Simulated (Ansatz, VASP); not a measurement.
## RbBr in VASP and in Ansatz

File INCAR:

```
ALGO = Normal
EDIFF = 1E-7
ENCUT = 520
GGA = PE
ISIF = 2
ISMEAR = -1
LASPH = True
LCHARG = False
LREAL = False
LWAVE = False
NBANDS = 15
NELM = 100
PREC = Accurate
SIGMA = 0.02
```

KPOINTS

```
k-points
0
Gamma
  6 6 6
```

Contents of POSCAR:

```
RbBr
1.0
    0.0000000000      3.4608261073      3.4608261073
    3.4608261073      0.0000000000      3.4608261073
    3.4608261073      3.4608261073      0.0000000000
Rb Br
1 1
Direct
    0.0000000000      0.0000000000      0.0000000000
    0.5000000000      0.5000000000      0.5000000000
```

Input for Ansatz:

```yaml
crystal:
  lattice:
    - [0.0, 3.4608261073, 3.4608261073]
    - [3.4608261073, 0.0, 3.4608261073]
    - [3.4608261073, 3.4608261073, 0.0]
  atoms:
    - { symbol: Rb, position: [0.0, 0.0, 0.0] }
    - { symbol: Br, position: [0.5, 0.5, 0.5] }
kpoints:
  mp_grid: { grid: [6, 6, 6] }
  band_path:
    path:
      - [0.0, 0.0, 0.0]
      - [0.5, 0.0, 0.5]
      - [0.625, 0.25, 0.625]
      - [0.375, 0.375, 0.75]
      - [0.5, 0.5, 0.5]
      - [0.5, 0.25, 0.75]
    npoints: 1
hamiltonian:
  xc: pbe
scf:
  occupations: { method: fermi_dirac, width: 0.02 }
  n_extra_bands: 4
output:
  forces: true
  stress: true
  eigenvalues: true
```

Alike in both runs: task single point; functional PBE; k mesh 6 × 6 × 6; occupations fermi-dirac, width 0.02 eV; no spin polarisation.

|  | VASP | Ansatz |
| --- | --- | --- |
| version | VASP 6.6.1 | Ansatz 0.2.0 |
| potentials or method | VASP PAW PBE potentials, release 64 (Rb_sv, Br) | plane waves, PAW |
| plane-wave cutoff (eV) | 520 | 420 |
| valence electrons in the cell | 16 | 16 |

```csv
,VASP,Ansatz,Ansatz less VASP
gap on the k mesh at the Fermi level (eV),4.29,4.29,+0.002
pressure (GPa),0.6,0.5,-0.03
```
